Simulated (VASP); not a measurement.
# LaTaO (P4/nmm) in VASP: further runs

The runs below take LaTaO through relaxation of cell and atoms, single point, with PBE.

Everything below comes from runs of VASP 6.6.1. Logs are shortened: lines on timing, memory, paths and dates and some standing lists are left out, and cuts for length are marked.

## 1. The cell of the first run

It takes space group P4/nmm (No. 129, tetragonal). Conventional cell: a = 4.115 Å, b = 4.115 Å, c = 5.864 Å, α = 90.00°, β = 90.00°, γ = 90.00°. Within 3.2 Å of La (site symmetry 4mm) lie 4 Ta at 2.41 Å and 4 O at 2.66 Å. Ta (site symmetry -4m2) has 4 La at 2.41 Å and 4 Ta at 2.91 Å and 2 O at 2.93 Å within 3.2 Å. O (site symmetry -4m2) has 4 La at 2.66 Å and 4 O at 2.91 Å and 2 Ta at 2.93 Å within 3.5 Å.

The cell was built from a structure type or drawn by symmetry, and may not be a known phase.

## 2. Relaxation of cell and atoms, PBE

File INCAR:

```
SYSTEM = LaTaO
ALGO = Normal ; EDIFF = 1E-7
EDIFFG = -0.04 ; ENCUT = 600
GGA = PE ; IBRION = 2
ISIF = 3 ; ISMEAR = 0
LASPH = .True. ; LCHARG = .False.
LREAL = .False. ; LWAVE = .False.
NELM = 80 ; NSW = 90
PREC = Accurate ; SIGMA = 0.1
```

File KPOINTS:

```
k-points
0
Gamma
  4 4 4
  0 0 0
```

File POSCAR:

```
LaTaO
1.0
    4.1149274600      0.0000000000      0.0000000000
    0.0000000000      4.1149274600      0.0000000000
    0.0000000000      0.0000000000      5.8639137500
La Ta O
2 2 2
Direct
    0.0000000000      0.5000000000      0.7134095400
    0.5000000000      0.0000000000      0.2865904600
    0.0000000000      0.0000000000      0.5000000000
    0.5000000000      0.5000000000      0.5000000000
    0.0000000000      0.0000000000      0.0000000000
    0.5000000000      0.5000000000      0.0000000000
```

Potentials or basis: VASP PAW PBE potentials, release 64 (La, Ta_pv, O).

On the command line:

```
cat potpaw_PBE.64/La/POTCAR potpaw_PBE.64/Ta_pv/POTCAR potpaw_PBE.64/O/POTCAR > POTCAR
mpirun -np 1 vasp_std > vasp.out
```

OUTCAR:

```text
SYSTEM = LaTaO
   EDIFF = 1E-7
   EDIFFG = -0.04
   ENCUT = 600
   GGA = PE
   IBRION = 2
   ISIF = 3
   ISMEAR = 0
   LASPH = .True.
   LREAL = .False.
   NELM = 80
   NSW = 90
   PREC = Accurate

 ion  position               nearest neighbor table
   1  0.000  0.500  0.713-   3 2.41   4 2.41   3 2.41   4 2.41   5 2.66   5 2.66   6 2.66   6 2.66

   2  0.500  0.000  0.287-   3 2.41   4 2.41   4 2.41   3 2.41   5 2.66   6 2.66   6 2.66   5 2.66

   3  0.000  0.000  0.500-   1 2.41   2 2.41   1 2.41   2 2.41   4 2.91   4 2.91   4 2.91   4 2.91

   4  0.500  0.500  0.500-   1 2.41   2 2.41   2 2.41   1 2.41   3 2.91   3 2.91   3 2.91   3 2.91

   5  0.000  0.000  0.000-   1 2.66   2 2.66   1 2.66   2 2.66
   6  0.500  0.500  0.000-   1 2.66   2 2.66   2 2.66   1 2.66

  LATTYP: Found a simple tetragonal cell.
 ALAT       =     4.1149274600
 C/A-ratio  =     1.4250345375

  Lattice vectors:

 A1 = (   4.1149274600,   0.0000000000,   0.0000000000)
 A2 = (   0.0000000000,   4.1149274600,   0.0000000000)
 A3 = (   0.0000000000,   0.0000000000,   5.8639137500)

Analysis of symmetry for initial positions (statically):
=====================================================================
 Subroutine PRICEL returns:
 Original cell was already a primitive cell.

 Routine SETGRP: Setting up the symmetry group for a
 simple tetragonal supercell.

 Subroutine GETGRP returns: Found 16 space group operations
 (whereof  8 operations were pure point group operations)
 out of a pool of 16 trial point group operations.

The static configuration has the point symmetry D_2d.
 The point group associated with its full space group is D_4h.

Analysis of symmetry for dynamics (positions and initial velocities):
=====================================================================
 Subroutine PRICEL returns:
 Original cell was already a primitive cell.

 Routine SETGRP: Setting up the symmetry group for a
 simple tetragonal supercell.

 Subroutine GETGRP returns: Found 16 space group operations
 (whereof  8 operations were pure point group operations)
 out of a pool of 16 trial point group operations.

The dynamic configuration has the point symmetry D_2d.
 The point group associated with its full space group is D_4h.

 Subroutine INISYM returns: Found 16 space group operations
 (whereof  8 operations are pure point group operations),
 and found     1 'primitive' translations

----------------------------------------------------------------------------------------

                                     Primitive cell

  volume of cell :      99.2915

  direct lattice vectors                    reciprocal lattice vectors
     4.114927460  0.000000000  0.000000000     0.243017650  0.000000000  0.000000000
     0.000000000  4.114927460  0.000000000     0.000000000  0.243017650  0.000000000
     0.000000000  0.000000000  5.863913750     0.000000000  0.000000000  0.170534568

  length of vectors
     4.114927460  4.114927460  5.863913750     0.243017650  0.243017650  0.170534568

  position of ions in fractional coordinates (direct lattice)
     0.000000000  0.500000000  0.713409540
     0.500000000  0.000000000  0.286590460
     0.000000000  0.000000000  0.500000000
     0.500000000  0.500000000  0.500000000
     0.000000000  0.000000000  0.000000000
     0.500000000  0.500000000  0.000000000

  ion indices of the primitive-cell ions
   primitive index   ion index
                 1           1
                 2           2
                 3           3
                 4           4
                 5           5
                 6           6

----------------------------------------------------------------------------------------

 KPOINTS: k-points

Automatic generation of k-mesh.
 Grid dimensions read from file:
 generate k-points for:    4    4    4

 Generating k-lattice:

  Cartesian coordinates                     Fractional coordinates (reciprocal lattice)
     0.060754412  0.000000000  0.000000000     0.250000000  0.000000000  0.000000000
     0.000000000  0.060754412  0.000000000     0.000000000  0.250000000  0.000000000
     0.000000000  0.000000000  0.042633642     0.000000000  0.000000000  0.250000000

  Length of vectors
     0.060754412  0.060754412  0.042633642

  Shift w.r.t. Gamma in fractional coordinates (k-lattice)
     0.000000000  0.000000000  0.000000000

 Subroutine IBZKPT returns following result:
 ===========================================

 Found     18 irreducible k-points:

 Following reciprocal coordinates:
            Coordinates               Weight
  0.000000  0.000000  0.000000      1.000000
  0.250000  0.000000  0.000000      4.000000
  0.500000  0.000000  0.000000      2.000000
  0.250000  0.250000  0.000000      4.000000
  0.500000  0.250000  0.000000      4.000000
  0.500000  0.500000  0.000000      1.000000
[... 10 lines left out ...]
  0.500000  0.250000  0.500000      4.000000
  0.500000  0.500000  0.500000      1.000000
   k-points           NKPTS =     18   k-points in BZ     NKDIM =     18   number of bands    NBANDS=     33
   number of dos      NEDOS =    301   number of ions     NIONS =      6
   total plane-waves  NPLWV =  62208
   dimension x,y,z NGX =    36 NGY =   36 NGZ =   48
   dimension x,y,z NGXF=    72 NGYF=   72 NGZF=   96
   ions per type =               2   2   2
   NGX,Y,Z   is equivalent  to a cutoff of  14.54, 14.54, 13.61 a.u.
   NGXF,Y,Z  is equivalent  to a cutoff of  29.09, 29.09, 27.22 a.u.
 SYSTEM =  LaTaO
   PREC   = accura    normal or accurate (medium, high low for compatibility)
   ISTART =      0    job   : 0-new  1-cont  2-samecut
   ICHARG =      2    charge: 1-file 2-atom 10-const
   ISPIN  =      1    spin polarized calculation?
   LNONCOLLINEAR =      F non collinear calculations
   LSORBIT =      F    spin-orbit coupling
   LASPH  =      T    aspherical Exc in radial PAW
   ENCUT  =  600.0 eV  44.10 Ry    6.64 a.u.   8.22  8.22 11.71*2*pi/ulx,y,z
   NELM   =     80;   NELMIN=  2; NELMDL= -5     # of ELM steps
   EDIFF  = 0.1E-06   stopping-criterion for ELM
   LREAL  =      F    real-space projection
   EDIFFG = -.4E-01   stopping-criterion for IOM
   NSW    =     90    number of steps for IOM
   IBRION =      2    ionic relax: 0-MD 1-quasi-New 2-CG
   NFREE  =      1    steps in history (QN), initial steepest desc. (CG)
   ISIF   =      3    stress and relaxation
   ISYM   =      2    0-nonsym 1-usesym 2-fastsym
   POTIM  = 0.5000    time-step for ionic-motion
   TEBEG  =    0.0;   TEEND  =   0.0 temperature during run
   PSTRESS=    0.0 pullay stress
   NELECT =      56.0000    total number of electrons
   NUPDOWN=      -1.0000    fix difference up-down
   EMIN   =  10.00;   EMAX   =-10.00  energy-range for DOS
   EFERMI =   0.00;   METHOD = LEGACY
   ISMEAR =     0;   SIGMA  =   0.10  broadening in eV -4-tet -1-fermi 0-gaus
   EFERMI_NEDOS =   21; number of points for ismear=-14 and -15
   IALGO  =     38    algorithm
   IMIX   =      4    mixing-type and parameters
     AMIX     =   0.40;   BMIX     =  1.00
     AMIX_MAG =   1.60;   BMIX_MAG =  1.00
  volume/ion in A,a.u.               =      16.55       111.68
  Fermi-wavevector in a.u.,A,eV,Ry     =   1.352592  2.556029 24.891933  1.829505
  Thomas-Fermi vector in A             =   2.479918
   LORBIT       =      0    0 simple, 1 ext, 2 COOP (PROOUT), +10 PAW based schemes
   GGA     = PE    functional components
   LHFCALC =     F    Hartree Fock is set to
   AEXX    =    0.0000 exact exchange contribution
   IVDW    =     0    specifies the selected vdW correction
   LEPSILON=     F    determine dielectric tensor
   LRPA    =     F    only Hartree local field effects (RPA)
 conjugate gradient relaxation of ions
 non-spin polarized calculation
 Gauss-broadening in eV      SIGMA  =   0.10
  energy-cutoff  :      600.00
  volume of cell :       99.29
 maximum number of plane-waves:      3364
 NGX is ok and might be reduce to    36
   NGX = 17   NGY = 17   NGZ = 23

--------------------------------------- Ionic step        1  -------------------------------------------

 number of electron      55.9999994 magnetization

 Free energy of the ion-electron system (eV)
  ---------------------------------------------------
  ext. energy  EPLUGINS =         0.00000000
  ---------------------------------------------------
  free energy    TOTEN  =       -35.22464915 eV

  energy without entropy =      -35.20772260  energy(sigma->0) =      -35.21618587

------------------------ aborting loop because EDIFF is reached ----------------------------------------

  FORCE on cell =-STRESS in cart. coord.  units (eV):
  Direction    XX          YY          ZZ          XY          YZ          ZX
  --------------------------------------------------------------------------------------
  -------------------------------------------------------------------------------------
  Total       30.4228011     30.4228011      6.9713634      0.0000000      0.0000000      0.0000000
  in kB      490.9054346    490.9054346    112.4906332      0.0000000      0.0000000      0.0000000
  external PRESSURE =     364.7671675 kB  Pullay stress =       0.0000000 kB
[... 101 lines left out ...]
  FREE ENERGIE OF THE ION-ELECTRON SYSTEM (eV)
  ---------------------------------------------------
  free  energy   TOTEN  =       -43.1748115400 eV

  energy  without entropy=      -43.1182079126  energy(sigma->0) =      -43.14650973

 E-fermi :   5.0010     XC(G=0):  -9.8626

 val. band max:        4.9855571632   @ k =   0.0000   0.0000   0.2500
 cond. band min:       5.0076461434   @ k =   0.5000   0.5000   0.2500
 fundamental gap:      0.0220889801
 Fermi energy:         5.0009742728

 k-point     1 :       0.0000    0.0000    0.0000
  band No.  band energies     occupation
      1     -30.1124      2.00000
      2     -30.0656      2.00000
      3     -29.9014      2.00000
      4     -29.9014      2.00000
      5     -29.7901      2.00000
      6     -29.7901      2.00000
[... 637 lines left out ...]
     32       6.0585      0.00000
     33       6.4456      0.00000

 E-fermi :  11.8849     XC(G=0): -12.6341

 val. band max:       11.8797475231   @ k =   0.2500   0.2500   0.0000
 cond. band min:      11.9286287043   @ k =   0.5000   0.5000   0.0000
 fundamental gap:      0.0488811812
 Fermi energy:        11.8848668800

 k-point     1 :       0.0000    0.0000    0.0000
  band No.  band energies     occupation
      1     -24.5534      2.00000
      2     -24.5368      2.00000
      3     -22.2499      2.00000
      4     -22.2499      2.00000
      5     -22.1568      2.00000
      6     -22.1568      2.00000
[... 637 lines left out ...]
     32      14.3054      0.00000
     33      14.5701      0.00000

[... ionic steps 4 to 30 ...]

--------------------------------------- Ionic step       31  -------------------------------------------

 number of electron      56.0000017 magnetization

------------------------ aborting loop because EDIFF is reached ----------------------------------------
[... 75 lines left out ...]
--------------------------------------- Ionic step       33  -------------------------------------------

 number of electron      56.0000015 magnetization

 Free energy of the ion-electron system (eV)
  ---------------------------------------------------
  ext. energy  EPLUGINS =         0.00000000
  ---------------------------------------------------
  free energy    TOTEN  =       -51.52586533 eV

  energy without entropy =      -51.50114963  energy(sigma->0) =      -51.51350748

 E-fermi :   8.4056     XC(G=0): -11.3140

 val. band max:        8.3612605919   @ k =   0.2500   0.0000   0.0000
 cond. band min:       8.4281904268   @ k =   0.5000   0.0000   0.2500
 fundamental gap:      0.0669298349
 Fermi energy:         8.4055575105

 k-point     1 :       0.0000    0.0000    0.0000
  band No.  band energies     occupation
      1     -27.0139      2.00000
      2     -27.0011      2.00000
      3     -26.6194      2.00000
      4     -26.6194      2.00000
      5     -26.5636      2.00000
      6     -26.5636      2.00000
[... 670 lines left out ...]
  FREE ENERGIE OF THE ION-ELECTRON SYSTEM (eV)
  ---------------------------------------------------
  free  energy   TOTEN  =       -51.5258653298 eV

  energy  without entropy=      -51.5011496349  energy(sigma->0) =      -51.51350748

 reached required accuracy - stopping structural energy minimisation
```

Wall time 33 min (1 thread of AMD EPYC 9R45 (Zen 5), shared host); peak memory 0.28 GiB.

What came out:

```
Free energy                           : -51.5259 eV
Relaxed volume                        : 18.55 Å³/atom
Relaxed cell                          : a = 5.188 Å, b = 5.188 Å, c = 4.135 Å, α = 90.00°, β = 90.00°, γ = 90.00°
Space group after relaxing (to 0.1 Å) : P4/mmm (No. 123)
Pressure after relaxing               : -0.1 GPa
Largest force after relaxing          : 0.040 eV/Å
Band gap on the k mesh                : zero (bands 28 and 29 overlap by 1.54 eV)
```

Forces in eV/Å, atoms in the order of the input:
```
La   0.000  0.000 -0.040
La   0.000  0.000  0.040
Ta   0.000  0.000  0.000
Ta   0.000  0.000  0.000
O    0.000  0.000  0.000
O    0.000  0.000  0.000
```

Final structure:
```yaml
crystal:
  lattice:
    - [5.18815, 0.00000, 0.00000]
    - [0.00000, 5.18815, 0.00000]
    - [0.00000, 0.00000, 4.13525]
  atoms:
    - { symbol: La, position: [0.00000, 0.50000, 0.00179] }
    - { symbol: La, position: [0.50000, 0.00000, 0.99821] }
    - { symbol: Ta, position: [0.00000, 0.00000, 0.50000] }
    - { symbol: Ta, position: [0.50000, 0.50000, 0.50000] }
    - { symbol: O, position: [0.00000, 0.00000, 0.00000] }
    - { symbol: O, position: [0.50000, 0.50000, 0.00000] }
```

Caveat: the k points lie up to 0.38 Å⁻¹ apart in the final cell, too coarse for converged energies and pressures of a metal; a cell axis changed by over 15 % at a fixed basis, so the end point is rough; spin-orbit coupling is left out, which moves the levels of the heavy elements.

(Part 1 of 2 ends here.)
